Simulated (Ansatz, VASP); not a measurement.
Ba in VASP and in Ansatz

```xyz
2
Lattice="-2.9297 2.9297 1.5846 2.9297 -2.9297 1.5846 2.9297 2.9297 -1.5846" Properties=species:S:1:pos:R:3 pbc="T T T"
Ba    0.0000   -1.4648   -0.3962
Ba    0.0000    1.4648    0.3962
```

Change from the starting cell: volume scaled by 0.45, crystal datasets.

Alike in both runs: task single point; functional PBE; k mesh 10 × 10 × 10; occupations fermi-dirac, width 0.08 eV; no spin polarisation.

|  | VASP | Ansatz |
| --- | --- | --- |
| version | VASP 6.6.1 | Ansatz 0.2.0 |
| potentials or method | VASP PAW PBE potentials, release 64 (Ba_sv), cutoff 520 eV | all-electron PAW with datasets made for the crystal, scalar-relativistic |

|  | VASP | Ansatz | Ansatz less VASP |
| --- | --- | --- | --- |
| pressure (GPa) | 28.7 | 23.7 | -5.06 |
| traceless stress, the component that is largest in VASP (GPa) | 0.54 | 0.19 | -0.352 |

Ansatz ran all-electron here, and VASP with PAW potentials.

Neither program's run includes spin-orbit coupling.
